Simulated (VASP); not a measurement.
# GaN (F-43m) in VASP: a series of runs, part 2 of 2

VASP 6.6.1. Earlier steps stand in the parts before.

## 4. Single point, revPBE+D3(BJ)

Contents of INCAR:

```
PREC = Accurate ; ENCUT = 520
EDIFF = 1E-7 ; ISMEAR = -1
SIGMA = 0.05 ; LREAL = False
LASPH = True ; NELM = 80
ALGO = Normal ; ISIF = 2
LWAVE = False ; LCHARG = False
GGA = RE ; IVDW = 12
NBANDS = 16
```

Contents of KPOINTS:

```
Automatic mesh
0
Gamma
  10 10 10
```

Contents of POSCAR:

```
GaN
1.0
    0.0000000000      2.2230441631      2.2230441631
    2.2230441631      0.0000000000      2.2230441631
    2.2230441631      2.2230441631      0.0000000000
Ga N
1 1
Direct
    0.0000000000      0.0000000000      0.0000000000
    0.2500000000      0.2500000000      0.2500000000
```

Potentials or basis: VASP PAW PBE potentials, release 64 (Ga_d, N).

Started as:

```
$ cat potpaw_PBE.64/Ga_d/POTCAR potpaw_PBE.64/N/POTCAR > POTCAR
$ mpirun -np 1 vasp_std > vasp.out
```

OUTCAR:

```text
PREC = Accurate
   ENCUT = 520
   EDIFF = 1E-7
   ISMEAR = -1
   LREAL = False
   LASPH = True
   NELM = 80
   ISIF = 2
   GGA = RE
   IVDW = 12
 IVDW          = 12

 ion  position               nearest neighbor table
   1  0.000  0.000  0.000-   2 1.93   2 1.93   2 1.93   2 1.93
   2  0.250  0.250  0.250-   1 1.93   1 1.93   1 1.93   1 1.93

  LATTYP: Found a face centered cubic cell.
 ALAT       =     4.4460883262

  Lattice vectors:

 A1 = (   0.0000000000,   2.2230441631,   2.2230441631)
 A2 = (   2.2230441631,   0.0000000000,   2.2230441631)
 A3 = (   2.2230441631,   2.2230441631,   0.0000000000)

Analysis of symmetry for initial positions (statically):
=====================================================================
 Subroutine PRICEL returns:
 Original cell was already a primitive cell.

 Routine SETGRP: Setting up the symmetry group for a
 face centered cubic supercell.

 Subroutine GETGRP returns: Found 24 space group operations
 (whereof 24 operations were pure point group operations)
 out of a pool of 48 trial point group operations.

The static configuration has the point symmetry T_d .

Analysis of symmetry for dynamics (positions and initial velocities):
[... 161 lines left out ...]
 cond. band min:       7.8596195504   @ k =   0.0000   0.0000   0.0000
 fundamental gap:      2.0259709955
 Fermi energy:         6.8334510178

 k-point     1 :       0.0000    0.0000    0.0000
  band No.  band energies     occupation
      1     -10.4871      2.00000
      2      -7.6502      2.00000
      3      -7.6502      2.00000
      4      -7.6502      2.00000
      5      -7.2869      2.00000
      6      -7.2869      2.00000
[... 433 lines left out ...]
      3      -7.3977      2.00000
      4      -7.3970      2.00000
      5      -7.2194      2.00000
      6      -6.4239      2.00000
[... 8 lines left out ...]
     15      28.7301      0.00000
     16      28.8798      0.00000

 [... further k-points ...]

------------------------ aborting loop because EDIFF is reached ----------------------------------------

 Edisp (eV)   -1.02693

 E8    (eV) :    -0.6914

  FORCE on cell =-STRESS in cart. coord.  units (eV):
  Direction    XX          YY          ZZ          XY          YZ          ZX
  --------------------------------------------------------------------------------------
  -------------------------------------------------------------------------------------
  Total       1.17745     1.17745     1.17745    -0.00000    -0.00000     0.00000
  in kB      85.85745    85.85745    85.85745    -0.00000    -0.00000     0.00000
  external pressure =       85.86 kB  Pullay stress =        0.00 kB

 VOLUME and BASIS-vectors are now :
 -----------------------------------------------------------------------------
  energy-cutoff  :      520.00
  volume of cell :       21.97
      direct lattice vectors                 reciprocal lattice vectors
     0.000000000  2.223044163  2.223044163    -0.224916809  0.224916809  0.224916809
     2.223044163  0.000000000  2.223044163     0.224916809 -0.224916809  0.224916809
     2.223044163  2.223044163  0.000000000     0.224916809  0.224916809 -0.224916809

 POSITION                                       TOTAL-FORCE (eV/Angst)
 -----------------------------------------------------------------------------------
      0.00000      0.00000      0.00000         0.000000      0.000000      0.000000
      1.11152      1.11152      1.11152        -0.000000     -0.000000     -0.000000
 -----------------------------------------------------------------------------------
    total drift:                                0.000001      0.000001      0.000001

  FREE ENERGIE OF THE ION-ELECTRON SYSTEM (eV)
  ---------------------------------------------------
  free  energy   TOTEN  =       -12.3944235816 eV

  energy  without entropy=      -12.3944235816  energy(sigma->0) =      -12.39442358
```

Run time: 15 s. Hardware: 1 thread of Intel Xeon Platinum 8259CL at 2.50GHz (Skylake/Cascade Lake), shared host; peak memory 0.15 GiB.

Results:

```yaml
Free_energy: -12.3944 eV
Pressure: 8.6 GPa
Band_gap_on_the_k_mesh: 2.03 eV, direct
Dispersion_energy_per_atom: -0.513 eV
```

Levels at points of the mesh, in eV from the valence-band top:
```tsv
k point	band 5	band 6	band 7	band 8	band 9	band 10	band 11	band 12	band 13	band 14
(0.00, 0.00, 0.00)	-13.12	-13.12	0.00	0.00	0.00	2.03	10.61	10.61	10.61	18.28
(0.50, 0.00, 0.00)	-13.07	-11.89	-7.28	-1.02	-1.02	4.98	9.00	10.63	10.63	16.09
(0.50, 0.50, 0.00)	-13.03	-11.48	-6.27	-2.84	-2.84	3.40	6.97	12.10	14.48	14.48
```

Caveat: the PAW data sets were made with another functional, which shifts forces and pressure a little. A hybrid or GW would open this gap; revPBE tends to underestimate it.

## 5. Overview

| level | cell | gap on the mesh (eV) | pressure (GPa) |
| --- | --- | --- | --- |
| RPBE | a = 3.144 Å, angles 60.0°, 2 atoms | 2.04 | 17.8 |
| revPBE+D3(BJ) | a = 3.122 Å, angles 60.0°, 2 atoms | 2.16 | 13.4 |
| revPBE+D3(BJ) | a = 3.144 Å, angles 60.0°, 2 atoms | 2.03 | 8.6 |

Alike in all rows: task single point; potentials or basis VASP PAW PBE potentials, release 64 (Ga_d, N); no spin polarisation; k mesh 10 × 10 × 10; cutoff (eV) 520; smearing fermi-dirac 0.05 eV.

Caveats: the PAW data sets were made with another functional, which shifts forces and pressure a little.

Absolute energies hang on the potentials; compare differences alone.
